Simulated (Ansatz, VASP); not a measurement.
## Ga2O3 in VASP and in Ansatz

```
CELL_PARAMETERS angstrom
1.40756 -4.69254 0.00000
1.40756 4.69254 0.00000
0.00000 0.00000 7.31415
ATOMIC_POSITIONS crystal
Ga 0.24734 0.75266 0.75000
Ga 0.75266 0.24734 0.25000
Ga 0.00000 0.00000 0.00000
Ga 0.00000 0.00000 0.50000
O 0.36367 0.63633 0.42463
O 0.63633 0.36367 0.57537
O 0.63633 0.36367 0.92463
O 0.36367 0.63633 0.07537
O 0.10797 0.89203 0.25000
O 0.89203 0.10797 0.75000
```

Alike in both runs: functional PBE; k mesh 10 × 10 × 4; occupations gaussian, width 0.02 eV; no spin polarisation.

Ansatz relaxed the structure, and its values are those at the end. VASP's run is a single point on that final structure, the one shown.

|  | VASP | Ansatz |
| --- | --- | --- |
| version | VASP 6.6.1 | Ansatz 0.2.0 |
| potentials or method | VASP PAW PBE potentials, release 64 (Ga_d, O), cutoff 520 eV | scalar-relativistic, plane waves, PAW |
| valence electrons in the cell | 88 | 88 |

|  | VASP | Ansatz | Ansatz less VASP |
| --- | --- | --- | --- |
| gap on the k mesh at the Fermi level (eV) | 1.22 | 1.23 | +0.013 |
| least direct gap on the mesh (eV) | 1.24 | 1.26 | +0.014 |
| pressure (GPa) | 0.9 | 0.0 | -0.92 |
| rms of the force components (eV/Å) | 0.020 | 0.000 | -0.0197 |

With one functional, cell and mesh, what is left measures potentials, basis and numerics.
